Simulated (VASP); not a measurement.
# Hf (Im-3m) in VASP: notebook

Runs on Hf. Level: HSE06. Tasks: relaxation of cell and atoms, single point.

Everything below comes from runs of VASP 6.6.1. Logs are shortened: lines on timing, memory, paths and dates and some standing lists are left out, and cuts for length are marked.

### Step 1. The cell of the first run

Symmetry: Im-3m, No. 229, cubic system. Conventional cell: a = 3.610 Å, b = 3.610 Å, c = 3.610 Å, α = 90.00°, β = 90.00°, γ = 90.00°. Within 4.1 Å of Hf (site symmetry m-3m) lie 14 Hf at 3.13 to 3.61 Å.

This isn't the form of Hf at room conditions, which is hcp.

### Step 2. Relaxation of cell and atoms, HSE06

POSCAR

```
Hf
1.0
   -1.8050000000      1.8050000000      1.8050000000
    1.8050000000     -1.8050000000      1.8050000000
    1.8050000000      1.8050000000     -1.8050000000
Hf
1
Direct
    0.0000000000      0.0000000000      0.0000000000
```

INCAR.step1

```
SYSTEM = Hf
ALGO = Normal
EDIFF = 1E-5
ENCUT = 600
GGA = PE
ISMEAR = -1
LASPH = .TRUE.
LCHARG = .FALSE.
LREAL = .FALSE.
LWAVE = .TRUE.
NBANDS = 11
NELM = 60
PREC = Accurate
SIGMA = 0.05
```

INCAR.step2

```
SYSTEM = Hf
ALGO = Normal
EDIFF = 1E-6
EDIFFG = -0.01
ENCUT = 600
GGA = PE
HFSCREEN = 0.2079
IBRION = 2
ISIF = 3
ISMEAR = -1
ISTART = 1
LASPH = .TRUE.
LCHARG = .FALSE.
LHFCALC = .TRUE.
LREAL = .FALSE.
LWAVE = .FALSE.
NELM = 60
NSW = 60
PREC = Accurate
PRECFOCK = Normal
SIGMA = 0.05
```

KPOINTS

```
k-points
0
G
  5 5 5
  0 0 0
```

Potentials or basis: VASP PAW PBE potentials, release 64 (Hf_pv).

On the command line:

```console
$ cat potpaw_PBE.64/Hf_pv/POTCAR > POTCAR
$ cp INCAR.step1 INCAR
$ mpirun -np 1 vasp_std > vasp.out
$ cp INCAR.step2 INCAR
$ mpirun -np 1 vasp_std > vasp.out
```

OUTCAR:

```text
SYSTEM = Hf
   EDIFF = 1E-6
   EDIFFG = -0.01
   ENCUT = 600
   GGA = PE
   HFSCREEN = 0.2079
   IBRION = 2
   ISIF = 3
   ISMEAR = -1
   ISTART = 1
   LASPH = .TRUE.
   LHFCALC = .TRUE.
   LREAL = .FALSE.
   NELM = 60
   NSW = 60
   PREC = Accurate
   PRECFOCK = Normal

 ion  position               nearest neighbor table
   1  0.000  0.000  0.000-

  LATTYP: Found a body centered cubic cell.
 ALAT       =     3.6100000000

  Lattice vectors:

 A1 = (  -1.8050000000,   1.8050000000,   1.8050000000)
 A2 = (   1.8050000000,  -1.8050000000,   1.8050000000)
 A3 = (   1.8050000000,   1.8050000000,  -1.8050000000)

Analysis of symmetry for initial positions (statically):
=====================================================================
 Subroutine PRICEL returns:
 Original cell was already a primitive cell.

 Routine SETGRP: Setting up the symmetry group for a
 body centered cubic supercell.

 Subroutine GETGRP returns: Found 48 space group operations
 (whereof 48 operations were pure point group operations)
 out of a pool of 48 trial point group operations.

The static configuration has the point symmetry O_h .

Analysis of symmetry for dynamics (positions and initial velocities):
=====================================================================
 Subroutine PRICEL returns:
 Original cell was already a primitive cell.

 Routine SETGRP: Setting up the symmetry group for a
 body centered cubic supercell.

 Subroutine GETGRP returns: Found 48 space group operations
 (whereof 48 operations were pure point group operations)
 out of a pool of 48 trial point group operations.

The dynamic configuration has the point symmetry O_h .

 Subroutine INISYM returns: Found 48 space group operations
 (whereof 48 operations are pure point group operations),
 and found     1 'primitive' translations

----------------------------------------------------------------------------------------

                                     Primitive cell

  volume of cell :      23.5229

  direct lattice vectors                    reciprocal lattice vectors
    -1.805000000  1.805000000  1.805000000     0.000000000  0.277008310  0.277008310
     1.805000000 -1.805000000  1.805000000     0.277008310  0.000000000  0.277008310
     1.805000000  1.805000000 -1.805000000     0.277008310  0.277008310  0.000000000

  length of vectors
     3.126351708  3.126351708  3.126351708     0.391748909  0.391748909  0.391748909

  position of ions in fractional coordinates (direct lattice)
     0.000000000  0.000000000  0.000000000

  ion indices of the primitive-cell ions
   primitive index   ion index
                 1           1

----------------------------------------------------------------------------------------

 KPOINTS: k-points

Automatic generation of k-mesh.
 Grid dimensions read from file:
 generate k-points for:    5    5    5

 Generating k-lattice:

  Cartesian coordinates                     Fractional coordinates (reciprocal lattice)
     0.000000000  0.055401662  0.055401662     0.200000000  0.000000000  0.000000000
     0.055401662  0.000000000  0.055401662     0.000000000  0.200000000  0.000000000
     0.055401662  0.055401662  0.000000000     0.000000000  0.000000000  0.200000000

  Length of vectors
     0.078349782  0.078349782  0.078349782

  Shift w.r.t. Gamma in fractional coordinates (k-lattice)
     0.000000000  0.000000000  0.000000000

 Subroutine IBZKPT returns following result:
 ===========================================

 Found     10 irreducible k-points:

 Following reciprocal coordinates:
            Coordinates               Weight
  0.000000  0.000000  0.000000      1.000000
  0.200000  0.000000  0.000000     12.000000
  0.400000  0.000000  0.000000     12.000000
  0.200000  0.200000  0.000000     24.000000
  0.400000  0.200000  0.000000     24.000000
  0.200000  0.200000  0.200000      8.000000
 -0.200000  0.200000  0.200000      6.000000
 -0.400000  0.400000  0.200000     24.000000
 -0.400000 -0.400000  0.200000      8.000000
 -0.400000  0.400000  0.400000      6.000000
   k-points           NKPTS =     10   k-points in BZ     NKDIM =    125   number of bands    NBANDS=      9
   number of dos      NEDOS =    301   number of ions     NIONS =      1
   total plane-waves  NPLWV =  21952
   dimension x,y,z NGX =    28 NGY =   28 NGZ =   28
   dimension x,y,z NGXF=    56 NGYF=   56 NGZF=   56
   ions per type =               1
   NGX,Y,Z   is equivalent  to a cutoff of  14.89, 14.89, 14.89 a.u.
   NGXF,Y,Z  is equivalent  to a cutoff of  29.78, 29.78, 29.78 a.u.
 SYSTEM =  Hf
   PREC   = accura    normal or accurate (medium, high low for compatibility)
   ISTART =      1    job   : 0-new  1-cont  2-samecut
   ICHARG =      0    charge: 1-file 2-atom 10-const
   ISPIN  =      1    spin polarized calculation?
   LNONCOLLINEAR =      F non collinear calculations
   LSORBIT =      F    spin-orbit coupling
   LASPH  =      T    aspherical Exc in radial PAW
   ENCUT  =  600.0 eV  44.10 Ry    6.64 a.u.   6.24  6.24  6.24*2*pi/ulx,y,z
   NELM   =     60;   NELMIN=  2; NELMDL=  0     # of ELM steps
   EDIFF  = 0.1E-05   stopping-criterion for ELM
   LREAL  =      F    real-space projection
   EDIFFG = -.1E-01   stopping-criterion for IOM
   NSW    =     60    number of steps for IOM
   IBRION =      2    ionic relax: 0-MD 1-quasi-New 2-CG
   NFREE  =      1    steps in history (QN), initial steepest desc. (CG)
   ISIF   =      3    stress and relaxation
   ISYM   =      3    0-nonsym 1-usesym 2-fastsym
   POTIM  = 0.5000    time-step for ionic-motion
   TEBEG  =    0.0;   TEEND  =   0.0 temperature during run
   PSTRESS=    0.0 pullay stress
   NELECT =      10.0000    total number of electrons
   NUPDOWN=      -1.0000    fix difference up-down
   EMIN   =  10.00;   EMAX   =-10.00  energy-range for DOS
   EFERMI =   0.00;   METHOD = LEGACY
   ISMEAR =    -1;   SIGMA  =   0.05  broadening in eV -4-tet -1-fermi 0-gaus
   EFERMI_NEDOS =   21; number of points for ismear=-14 and -15
   IALGO  =     38    algorithm
   IMIX   =      1    mixing-type and parameters
     AMIX     =   0.40;   BMIX     =  1.00
     AMIX_MAG =   1.60;   BMIX_MAG =  1.00
  volume/ion in A,a.u.               =      23.52       158.74
  Fermi-wavevector in a.u.,A,eV,Ry     =   1.230961  2.326179 20.616432  1.515265
  Thomas-Fermi vector in A             =   2.365789
   LORBIT       =      0    0 simple, 1 ext, 2 COOP (PROOUT), +10 PAW based schemes
   GGA     = PE    functional components
   LHFCALC =     T    Hartree Fock is set to
   PRECFOCK=normal    Normal, Fast or Accurate (Low or Medium for compatibility)
   ENCUT4O =  -1.0   cutoff for four orbital integrals eV
   NKREDX  =     1    reduce k-point grid by
   NKREDY  =     1    reduce k-point grid by
   NKREDZ  =     1    reduce k-point grid by
   AEXX    =    0.2500 exact exchange contribution
   HFSCREEN=    0.2079 screening length (either q_TF or 0.3 A-1)
   HFSCREENC=   0.2079 screening length for correlation (either q_TF or 0.3 A-1)
   ENCUTFOCK=  -1.0 apply spherical cutoff to Coloumb kernel
   IVDW    =     0    specifies the selected vdW correction
   LEPSILON=     F    determine dielectric tensor
   LRPA    =     F    only Hartree local field effects (RPA)
 conjugate gradient relaxation of ions
 non-spin polarized calculation
  energy-cutoff  :      600.00
  volume of cell :       23.52
 maximum number of plane-waves:       802
 NGX is ok and might be reduce to    28
  NGX = 20; NGY = 20; NGZ = 20

--------------------------------------- Ionic step        1  -------------------------------------------

 number of electron       9.9999999 magnetization

 Free energy of the ion-electron system (eV)
  ---------------------------------------------------
  ext. energy  EPLUGINS =         0.00000000
  ---------------------------------------------------
  free energy    TOTEN  =       -10.97896026 eV

  energy without entropy =      -10.96625746  energy(sigma->0) =      -10.97260886

------------------------ aborting loop because EDIFF is reached ----------------------------------------

  FORCE on cell =-STRESS in cart. coord.  units (eV):
  Direction    XX          YY          ZZ          XY          YZ          ZX
  --------------------------------------------------------------------------------------
  -------------------------------------------------------------------------------------
  Total       -0.6335312     -0.6335312     -0.6335312      0.0000000     -0.0000000      0.0000000
  in kB      -43.1506145    -43.1506145    -43.1506145      0.0000000     -0.0000000      0.0000000
  external PRESSURE =     -43.1506145 kB  Pullay stress =       0.0000000 kB

 VOLUME and BASIS-vectors are now :
 -----------------------------------------------------------------------------
  energy-cutoff  :      600.00
  volume of cell :       23.52
      direct lattice vectors                 reciprocal lattice vectors
    -1.805000000  1.805000000  1.805000000     0.000000000  0.277008310  0.277008310
     1.805000000 -1.805000000  1.805000000     0.277008310  0.000000000  0.277008310
     1.805000000  1.805000000 -1.805000000     0.277008310  0.277008310  0.000000000
[... 141 lines left out ...]
 POSITION                                       TOTAL-FORCE (eV/Angst)
 -----------------------------------------------------------------------------------
      0.00000      0.00000      0.00000        -0.000000     -0.000000      0.000000
 -----------------------------------------------------------------------------------
    total drift:                                0.000004      0.000000      0.000000

  FREE ENERGIE OF THE ION-ELECTRON SYSTEM (eV)
  ---------------------------------------------------
  free  energy   TOTEN  =       -11.0051373247 eV

  energy  without entropy=      -10.9905873712  energy(sigma->0) =      -10.99786235

--------------------------------------- Ionic step        6  -------------------------------------------

 number of electron      10.0000001 magnetization

 Free energy of the ion-electron system (eV)
  ---------------------------------------------------
  ext. energy  EPLUGINS =         0.00000000
  ---------------------------------------------------
  free energy    TOTEN  =       -11.00514470 eV

  energy without entropy =      -10.99047981  energy(sigma->0) =      -10.99781226

 E-fermi :   4.6176     XC(G=0):  -9.3641

 val. band max:        4.4155999121   @ k =   0.4000   0.0000   0.0000
 cond. band min:       4.6244188992   @ k =   0.4000   0.2000   0.0000
 fundamental gap:      0.2088189872
 Fermi energy:         4.6176226446

 k-point     1 :       0.0000    0.0000    0.0000
  band No.  band energies     occupation
      1     -27.3888      2.00000
      2     -27.3888      2.00000
      3     -27.3888      2.00000
      4      -3.4988      2.00000
      5       6.7923      0.00000
      6       6.7923      0.00000
      7       6.7923      0.00000
      8       9.7676      0.00000
      9       9.7676      0.00000

 k-point     2 :       0.2000    0.0000    0.0000
  band No.  band energies     occupation
      1     -27.7493      2.00000
      2     -27.4950      2.00000
      3     -27.3910      2.00000
      4      -1.9326      2.00000
      5       5.7596      0.00000
      6       5.8714      0.00000
      7       8.3151      0.00000
      8       9.0901      0.00000
      9       9.7906      0.00000
[... 116 lines left out ...]
 POSITION                                       TOTAL-FORCE (eV/Angst)
 -----------------------------------------------------------------------------------
      1.76156      1.76156     -1.76156         0.000000      0.000000     -0.000000
 -----------------------------------------------------------------------------------
    total drift:                                0.000000      0.000000      0.000000

  FREE ENERGIE OF THE ION-ELECTRON SYSTEM (eV)
  ---------------------------------------------------
  free  energy   TOTEN  =       -11.0051447010 eV

  energy  without entropy=      -10.9904798126  energy(sigma->0) =      -10.99781226

 reached required accuracy - stopping structural energy minimisation
```

It took 31 min on 1 thread of Intel Xeon Platinum 8259CL at 2.50GHz (Skylake/Cascade Lake), shared host; peak memory 0.28 GiB.

What came out:

| Quantity | Value |
| --- | --- |
| Free energy | -11.0051 eV |
| Relaxed volume | 21.87 Å³/atom |
| Relaxed cell | a = 3.051 Å, b = 3.051 Å, c = 3.051 Å, α = 109.47°, β = 109.47°, γ = 109.47° |
| Space group after relaxing (to 0.1 Å) | Im-3m (No. 229) |
| Energy gained by relaxing | 26.2 meV/atom |
| Ionic steps | 6 |
| Pressure after relaxing | -0.1 GPa |
| Band gap on the k mesh | zero (bands 5 and 6 overlap by 3.09 eV) |

Step by step:
| step | energy change (eV) | largest force (eV/Å) | pressure (GPa) | volume (Å³) |
| --- | --- | --- | --- | --- |
| 1 | 0.0000 | 0.0000 | -4.32 | 23.52 |
| 2 | -0.0233 | 0.0000 | 2.26 | 21.43 |
| 3 | -0.0262 | 0.0000 | -0.20 | 21.89 |
| 4 | -0.0262 | 0.0000 | -0.10 | 21.85 |
| 5 | -0.0262 | 0.0000 | 0.13 | 21.81 |
| 6 | -0.0262 | 0.0000 | -0.07 | 21.87 |

Final structure:
```xyz
1
Lattice="-1.7616 1.7616 1.7616 1.7616 -1.7616 1.7616 1.7616 1.7616 -1.7616" Properties=species:S:1:pos:R:3 pbc="T T T"
Hf    1.7616    1.7616   -1.7616
```

Levels at points of the mesh, in eV from the Fermi level:
| k point | band 3 | band 4 | band 5 | band 6 | band 7 | band 8 |
| --- | --- | --- | --- | --- | --- | --- |
| (0.00, 0.00, 0.00) | -32.01 | -8.12 | 2.17 | 2.17 | 2.17 | 5.15 |

Caveat: the k points lie up to 0.50 Å⁻¹ apart in the final cell, too coarse for converged energies and pressures of a metal; the PAW data sets were made with another functional, which shifts forces and pressure a little; spin-orbit coupling is left out, which moves the levels of the heavy elements.

### Step 3. Single point, HSE06

This run uses another cell than the first one, of 22.11 Å³/atom.

POSCAR

```
Hf
1.0
   -1.7681529262      1.7681529262      1.7681529262
    1.7681529262     -1.7681529262      1.7681529262
    1.7681529262      1.7681529262     -1.7681529262
Hf
1
Direct
    0.0000000000      0.0000000000      0.0000000000
```

INCAR.step1

```
  PREC = Accurate
  ENCUT = 520
  EDIFF = 1E-5
  ISMEAR = -1
  SIGMA = 0.05
  LREAL = F
  LASPH = T
  NELM = 60
  ALGO = Normal
  ISIF = 2
  LWAVE = T
  LCHARG = F
  GGA = PE
  NBANDS = 11
```

INCAR.step2

```
  PREC = Accurate
  ENCUT = 520
  EDIFF = 1E-6
  ISMEAR = -1
  SIGMA = 0.05
  LREAL = F
  LASPH = T
  NELM = 60
  ALGO = Normal
  ISIF = 2
  LWAVE = F
  LCHARG = F
  GGA = PE
  LHFCALC = T
  HFSCREEN = 0.2079
  PRECFOCK = Normal
  ISTART = 1
  NBANDS = 11
```

KPOINTS

```
Automatic mesh
0
Gamma
  6 6 6
```

Potentials or basis: VASP PAW PBE potentials, release 64 (Hf_pv).

On the command line:

```console
$ cat potpaw_PBE.64/Hf_pv/POTCAR > POTCAR
$ cp INCAR.step1 INCAR
$ mpirun -np 1 vasp_std > vasp.out
$ cp INCAR.step2 INCAR
$ mpirun -np 1 vasp_std > vasp.out
```

Wall time 15 min (1 thread of Intel Xeon Platinum 8375C at 2.90GHz (Ice Lake), shared host); peak memory 0.24 GiB.

The run converged. Its results:

| Quantity | Value |
| --- | --- |
| Free energy | -10.9801 eV |
| Pressure | 2.7 GPa |
| Band gap on the k mesh | zero (bands 5 and 6 overlap by 2.98 eV) |

Levels at points of the mesh, in eV from the Fermi level:
| k point | band 2 | band 3 | band 4 | band 5 | band 6 | band 7 | band 8 | band 9 |
| --- | --- | --- | --- | --- | --- | --- | --- | --- |
| (0.00, 0.00, 0.00) | -32.21 | -32.21 | -8.20 | 2.10 | 2.10 | 2.10 | 5.00 | 5.00 |
| (0.50, 0.00, 0.00) | -32.50 | -32.22 | -3.95 | -0.41 | 0.82 | 4.82 | 5.86 | 8.53 |
| (0.50, 0.50, 0.50) | -32.84 | -32.84 | -3.19 | -3.19 | 7.66 | 7.66 | 7.66 | 7.87 |

Caveat: the k points lie up to 0.42 Å⁻¹ apart, too coarse for converged energies and pressures of a metal; the PAW data sets were made with another functional, which shifts forces and pressure a little; spin-orbit coupling is left out, which moves the levels of the heavy elements.

The gap in the log of VASP goes by the Fermi energy; the results here count the filled bands.